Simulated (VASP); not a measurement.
# ZrSiF (P4/nmm) in VASP: single point with PBE

Aim: the single point of ZrSiF with PBE.

Everything below comes from runs of VASP 6.6.1. Logs are shortened: lines on timing, memory, paths and dates and some standing lists are left out, and cuts for length are marked.

## Step 1: The cell of the first run

The structure is tetragonal, space group P4/nmm (No. 129). The conventional cell has a = 3.219 Å, b = 3.219 Å, c = 8.281 Å, α = 90.00°, β = 90.00°, γ = 90.00°. Within 3.0 Å of Si (site symmetry -4m2) lie 4 Si at 2.28 Å and 4 Zr at 2.46 Å. Within 3.5 Å of Zr (site symmetry 4mm) lie 4 Si at 2.46 Å and 5 F at 2.55 to 3.40 Å and 4 Zr at 3.22 Å. Within 3.5 Å of F (site symmetry 4mm) lie 5 Zr at 2.55 to 3.40 Å and 8 F at 3.20 to 3.22 Å and 4 Si at 3.42 Å.

## Step 2: Single point, PBE

The input, POSCAR:

```
ZrSiF
1.0
    3.2187510000      0.0000000000      0.0000000000
    0.0000000000      3.2187510000      0.0000000000
    0.0000000000      0.0000000000      8.2813960000
Si Zr F
2 2 2
Direct
    0.0000000000      0.0000000000      0.0000000000
    0.5000000000      0.5000000000      0.0000000000
    0.0000000000      0.5000000000      0.2250000000
    0.5000000000      0.0000000000      0.7750000000
    0.0000000000      0.5000000000      0.6360000000
    0.5000000000      0.0000000000      0.3640000000
```

The input, INCAR.step1:

```
SYSTEM = ZrSiF
PREC = Accurate
ENCUT = 520
EDIFF = 1E-6
ISMEAR = -1
SIGMA = 0.0152
LREAL = .False.
LASPH = .True.
NELM = 60
ALGO = Normal
ISIF = 2
LWAVE = .False.
LCHARG = .True.
LMAXMIX = 4
GGA = PE
NBANDS = 32
```

The input, KPOINTS.step1:

```
Automatic mesh
0
Gamma
  10 10 4
  0 0 0
```

The input, INCAR.step2:

```
SYSTEM = ZrSiF
PREC = Accurate
ENCUT = 520
EDIFF = 1E-6
ISMEAR = -5
SIGMA = 0.0152
LREAL = .False.
LASPH = .True.
NELM = 60
ALGO = Normal
ISIF = 2
LWAVE = .False.
LCHARG = .False.
LMAXMIX = 4
GGA = PE
LORBIT = 11
NEDOS = 1001
ICHARG = 11
```

The input, KPOINTS.step2:

```
Automatic mesh
0
Gamma
  15 15 6
  0 0 0
```

Potentials or basis: VASP PAW PBE potentials, release 64 (Si, Zr_sv, F).

Run with:

```sh
> cat potpaw_PBE.64/Si/POTCAR potpaw_PBE.64/Zr_sv/POTCAR potpaw_PBE.64/F/POTCAR > POTCAR
> cp INCAR.step1 INCAR
> cp KPOINTS.step1 KPOINTS
> mpirun -np 1 vasp_std > vasp.out
> cp INCAR.step2 INCAR
> cp KPOINTS.step2 KPOINTS
> mpirun -np 1 vasp_std > vasp.out
```

OUTCAR:

```text
SYSTEM = ZrSiF
   PREC = Accurate
   ENCUT = 520
   EDIFF = 1E-6
   ISMEAR = -5
   LREAL = .False.
   LASPH = .True.
   NELM = 60
   ISIF = 2
   GGA = PE
   LORBIT = 11
   ICHARG = 11

 ion  position               nearest neighbor table
   1  0.000  0.000  0.000-   2 2.28   2 2.28   2 2.28   2 2.28   3 2.46   4 2.46   4 2.46   3 2.46

   2  0.500  0.500  0.000-   1 2.28   1 2.28   1 2.28   1 2.28   4 2.46   4 2.46   3 2.46   3 2.46

   3  0.000  0.500  0.225-   1 2.46   2 2.46   1 2.46   2 2.46   6 2.55   6 2.55   6 2.55   6 2.55

   4  0.500  0.000  0.775-   1 2.46   2 2.46   2 2.46   1 2.46   5 2.55   5 2.55   5 2.55   5 2.55

   5  0.000  0.500  0.636-   4 2.55   4 2.55   4 2.55   4 2.55
   6  0.500  0.000  0.364-   3 2.55   3 2.55   3 2.55   3 2.55

  LATTYP: Found a simple tetragonal cell.
 ALAT       =     3.2187510000
 C/A-ratio  =     2.5728600939

  Lattice vectors:

 A1 = (   3.2187510000,   0.0000000000,   0.0000000000)
 A2 = (   0.0000000000,   3.2187510000,   0.0000000000)
 A3 = (   0.0000000000,   0.0000000000,   8.2813960000)

Analysis of symmetry for initial positions (statically):
=====================================================================
 Subroutine PRICEL returns:
 Original cell was already a primitive cell.

 Routine SETGRP: Setting up the symmetry group for a
 simple tetragonal supercell.

 Subroutine GETGRP returns: Found 16 space group operations
 (whereof  8 operations were pure point group operations)
 out of a pool of 16 trial point group operations.

The static configuration has the point symmetry D_2d.
 The point group associated with its full space group is D_4h.

Analysis of symmetry for dynamics (positions and initial velocities):
=====================================================================
 Subroutine PRICEL returns:
 Original cell was already a primitive cell.

 Routine SETGRP: Setting up the symmetry group for a
 simple tetragonal supercell.

 Subroutine GETGRP returns: Found 16 space group operations
 (whereof  8 operations were pure point group operations)
 out of a pool of 16 trial point group operations.

The dynamic configuration has the point symmetry D_2d.
 The point group associated with its full space group is D_4h.

 Subroutine INISYM returns: Found 16 space group operations
 (whereof  8 operations are pure point group operations),
 and found     1 'primitive' translations

----------------------------------------------------------------------------------------

                                     Primitive cell

  volume of cell :      85.7982

  direct lattice vectors                    reciprocal lattice vectors
     3.218751000  0.000000000  0.000000000     0.310679515  0.000000000  0.000000000
     0.000000000  3.218751000  0.000000000     0.000000000  0.310679515  0.000000000
     0.000000000  0.000000000  8.281396000     0.000000000  0.000000000  0.120752588

  length of vectors
     3.218751000  3.218751000  8.281396000     0.310679515  0.310679515  0.120752588

  position of ions in fractional coordinates (direct lattice)
     0.000000000  0.000000000  0.000000000
     0.500000000  0.500000000  0.000000000
     0.000000000  0.500000000  0.225000000
     0.500000000  0.000000000  0.775000000
     0.000000000  0.500000000  0.636000000
     0.500000000  0.000000000  0.364000000

  ion indices of the primitive-cell ions
   primitive index   ion index
                 1           1
                 2           2
                 3           3
                 4           4
                 5           5
                 6           6

----------------------------------------------------------------------------------------

 KPOINTS: Automatic mesh

Automatic generation of k-mesh.
 Grid dimensions read from file:
 generate k-points for:   15   15    6

 Generating k-lattice:

  Cartesian coordinates                     Fractional coordinates (reciprocal lattice)
     0.020711968  0.000000000  0.000000000     0.066666667  0.000000000  0.000000000
     0.000000000  0.020711968  0.000000000     0.000000000  0.066666667  0.000000000
     0.000000000  0.000000000  0.020125431     0.000000000  0.000000000  0.166666667

  Length of vectors
     0.020711968  0.020711968  0.020125431

  Shift w.r.t. Gamma in fractional coordinates (k-lattice)
     0.000000000  0.000000000  0.000000000

 TETIRR: Found   2019 inequivalent tetrahedra from     8100

 Subroutine IBZKPT returns following result:
 ===========================================

 Found    144 irreducible k-points:

 Following reciprocal coordinates:
            Coordinates               Weight
  0.000000  0.000000  0.000000      1.000000
  0.066667  0.000000  0.000000      4.000000
  0.133333  0.000000  0.000000      4.000000
  0.200000  0.000000  0.000000      4.000000
  0.266667  0.000000  0.000000      4.000000
  0.333333  0.000000  0.000000      4.000000
[... 16 lines left out ...]
  0.266667  0.200000  0.000000      8.000000
  0.333333  0.200000  0.000000      8.000000
 [... further k-points ...]
   k-points           NKPTS =    144   k-points in BZ     NKDIM =    144   number of bands    NBANDS=     27
   number of dos      NEDOS =   1001   number of ions     NIONS =      6
   total plane-waves  NPLWV =  36864
   dimension x,y,z NGX =    24 NGY =   24 NGZ =   64
   dimension x,y,z NGXF=    48 NGYF=   48 NGZF=  128
   ions per type =               2   2   2
   NGX,Y,Z   is equivalent  to a cutoff of  12.40, 12.40, 12.85 a.u.
   NGXF,Y,Z  is equivalent  to a cutoff of  24.79, 24.79, 25.70 a.u.
 SYSTEM =  ZrSiF
   PREC   = accura    normal or accurate (medium, high low for compatibility)
   ISTART =      0    job   : 0-new  1-cont  2-samecut
   ICHARG =     11    charge: 1-file 2-atom 10-const
   ISPIN  =      1    spin polarized calculation?
   LNONCOLLINEAR =      F non collinear calculations
   LSORBIT =      F    spin-orbit coupling
   LASPH  =      T    aspherical Exc in radial PAW
   ENCUT  =  520.0 eV  38.22 Ry    6.18 a.u.   5.98  5.98 15.40*2*pi/ulx,y,z
   NELM   =     60;   NELMIN=  2; NELMDL=  0     # of ELM steps
   EDIFF  = 0.1E-05   stopping-criterion for ELM
   LREAL  =      F    real-space projection
   EDIFFG = 0.1E-04   stopping-criterion for IOM
   NSW    =      0    number of steps for IOM
   IBRION =     -1    ionic relax: 0-MD 1-quasi-New 2-CG
   NFREE  =      0    steps in history (QN), initial steepest desc. (CG)
   ISIF   =      2    stress and relaxation
   ISYM   =      2    0-nonsym 1-usesym 2-fastsym
   POTIM  = 0.5000    time-step for ionic-motion
   TEBEG  =    0.0;   TEEND  =   0.0 temperature during run
   PSTRESS=    0.0 pullay stress
   NELECT =      46.0000    total number of electrons
   NUPDOWN=      -1.0000    fix difference up-down
   EMIN   =  10.00;   EMAX   =-10.00  energy-range for DOS
   EFERMI =   0.00;   METHOD = LEGACY
   ISMEAR =    -5;   SIGMA  =   0.02  broadening in eV -4-tet -1-fermi 0-gaus
   EFERMI_NEDOS =   21; number of points for ismear=-14 and -15
   IALGO  =     38    algorithm
   IMIX   =      4    mixing-type and parameters
     AMIX     =   0.40;   BMIX     =  1.00
     AMIX_MAG =   1.60;   BMIX_MAG =  1.00
  volume/ion in A,a.u.               =      14.30        96.50
  Fermi-wavevector in a.u.,A,eV,Ry     =   1.329948  2.513237 24.065465  1.768762
  Thomas-Fermi vector in A             =   2.459072
   LORBIT       =     11    0 simple, 1 ext, 2 COOP (PROOUT), +10 PAW based schemes
   GGA     = PE    functional components
   LHFCALC =     F    Hartree Fock is set to
   AEXX    =    0.0000 exact exchange contribution
   IVDW    =     0    specifies the selected vdW correction
   LEPSILON=     F    determine dielectric tensor
   LRPA    =     F    only Hartree local field effects (RPA)
 non-spin polarized calculation
 Fermi weights with tetrahedron method with Bloechl corrections
  energy-cutoff  :      520.00
  volume of cell :       85.80
 maximum number of plane-waves:      2338
 NGX is ok and might be reduce to    24

 number of electron      45.9999967 magnetization

 Free energy of the ion-electron system (eV)
  ---------------------------------------------------
  ext. energy  EPLUGINS =         0.00000000
  ---------------------------------------------------
  free energy    TOTEN  =       -37.96134870 eV

  energy without entropy =      -37.96134870  energy(sigma->0) =      -37.96134870

 E-fermi :   9.1323     XC(G=0): -10.8747

 val. band max:        9.1190134643   @ k =   0.4000   0.0667   0.1667
 cond. band min:       9.1252604834   @ k =   0.4000   0.0667   0.0000
 fundamental gap:      0.0062470191
 Fermi energy:         9.1322540568

 k-point     1 :       0.0000    0.0000    0.0000
  band No.  band energies     occupation
      1     -39.9167      2.00000
      2     -39.9130      2.00000
      3     -18.3911      2.00000
      4     -18.2666      2.00000
      5     -17.8148      2.00000
      6     -17.8148      2.00000
[... 19 lines left out ...]
     26      10.4075      0.00000
     27      11.0354      0.00000

 k-point     2 :       0.0667    0.0000    0.0000
  band No.  band energies     occupation
      1     -39.9146      2.00000
      2     -39.9109      2.00000
      3     -18.3832      2.00000
      4     -18.2621      2.00000
      5     -17.8483      2.00000
      6     -17.8428      2.00000
[... 19 lines left out ...]
     26      10.3901      0.00000
     27      11.2733      0.00000

 k-point     3 :       0.1333    0.0000    0.0000
  band No.  band energies     occupation
      1     -39.9084      2.00000
      2     -39.9050      2.00000
      3     -18.3607      2.00000
      4     -18.2503      2.00000
      5     -17.9399      2.00000
      6     -17.9397      2.00000
[... 594 lines left out ...]
      1     -39.8715      2.00000
      2     -39.8695      2.00000
      3     -18.2360      2.00000
      4     -18.2141      2.00000
      5     -18.1861      2.00000
      6     -18.1341      2.00000
[... 19 lines left out ...]
     26      10.2670      0.00000
     27      10.8412      0.00000

 k-point    24 :       0.3333    0.2000    0.0000
  band No.  band energies     occupation
      1     -39.8615      2.00000
      2     -39.8600      2.00000
      3     -18.3096      2.00000
      4     -18.3069      2.00000
      5     -18.1955      2.00000
      6     -18.1375      2.00000
[... 19 lines left out ...]
     26      10.5576      0.00000
     27      10.9866      0.00000

 [... further k-points ...]
[... 5 lines left out ...]
  --------------------------------------------------------------------------------------
  -------------------------------------------------------------------------------------
  Total       12.5772281     12.5772281     23.6790570      0.0000000      0.0000000      0.0000000
  in kB      234.8644072    234.8644072    442.1775311      0.0000000      0.0000000      0.0000000
  external PRESSURE =     303.9687818 kB  Pullay stress =       0.0000000 kB

 VOLUME and BASIS-vectors are now :
 -----------------------------------------------------------------------------
  energy-cutoff  :      520.00
  volume of cell :       85.80
      direct lattice vectors                 reciprocal lattice vectors
     3.218751000  0.000000000  0.000000000     0.310679515  0.000000000  0.000000000
     0.000000000  3.218751000  0.000000000     0.000000000  0.310679515  0.000000000
     0.000000000  0.000000000  8.281396000     0.000000000  0.000000000  0.120752588

 POSITION                                       TOTAL-FORCE (eV/Angst)
 -----------------------------------------------------------------------------------
      0.00000      0.00000      0.00000         0.000000      0.000000      0.000000
      1.60938      1.60938      0.00000        -0.000000      0.000000      0.000000
      0.00000      1.60938      1.86331         0.000000      0.000000      7.122915
      1.60938      0.00000      6.41808         0.000000      0.000000     -7.122915
      0.00000      1.60938      5.26697        -0.000000      0.000000      0.190032
      1.60938      0.00000      3.01443         0.000000      0.000000     -0.190032
 -----------------------------------------------------------------------------------
    total drift:                                0.000000      0.000000      0.000000

  FREE ENERGIE OF THE ION-ELECTRON SYSTEM (eV)
  ---------------------------------------------------
  free  energy   TOTEN  =       -37.9613486966 eV

  energy  without entropy=      -37.9613486966  energy(sigma->0) =      -37.96134870

 total charge

# of ion       s       p       d       tot
------------------------------------------
    1        0.784   1.168   0.000   1.952
    2        0.784   1.168   0.000   1.952
    3        2.185   5.984   1.942  10.112
    4        2.185   5.984   1.942  10.112
    5        1.737   4.313   0.000   6.050
    6        1.737   4.313   0.000   6.050
--------------------------------------------------
tot          9.412  22.930   3.885  36.228
```

Run time: 3.8 min. Hardware: 1 thread of Intel Xeon Platinum 8259CL at 2.50GHz (Skylake/Cascade Lake), shared host; peak memory 0.41 GiB.

What came out:

- Valence electrons inside the program's atomic spheres: Si 1.95; Zr 10.11; F 6.05

Caveat: tetrahedron occupations give inexact forces and stress in metals.
